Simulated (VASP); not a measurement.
SnO2, 6 atoms in the cell. It takes space group P4_2/mnm (No. 136, tetragonal). Conventional cell: a = 4.793 Å, b = 4.793 Å, c = 3.230 Å, α = 90.00°, β = 90.00°, γ = 90.00°. Within 2.7 Å of Sn (site symmetry mmm) lie 6 O at 2.08 Å. Within 2.7 Å of O (site symmetry m2m) lie 3 Sn at 2.08 Å and 1 O at 2.63 Å. 

* Program: VASP 6.6.1
* Task: single point
* Functional: PBE
* Dispersion: D3(BJ)
* Potentials or basis: VASP PAW PBE potentials, release 64 (Sn_d, O)
* Cutoff: 520 eV
* k mesh: 6 × 6 × 8
* Occupations: gaussian, width 0.02 eV
* Spin: no spin polarisation
* Dipole correction: no
* Further INCAR settings: ALGO = Normal; EDIFF = 1e-07; NBANDS = 35

Potentials or basis: VASP PAW PBE potentials, release 64 (Sn_d, O).

Run with:

```bash
$ cat potpaw_PBE.64/Sn_d/POTCAR potpaw_PBE.64/O/POTCAR > POTCAR
$ mpirun -np 1 vasp_std > vasp.out
```

Hardware: 1 thread of AMD EPYC 9R14 (Zen 4), with other jobs on the host.

Q: Estimate the wall time of this run.

A: Wall time 89 s on 1 thread of AMD EPYC 9R14 (Zen 4), with other jobs on the host, peak memory 0.22 GiB. Counts: scf iterations 15, k points 50.
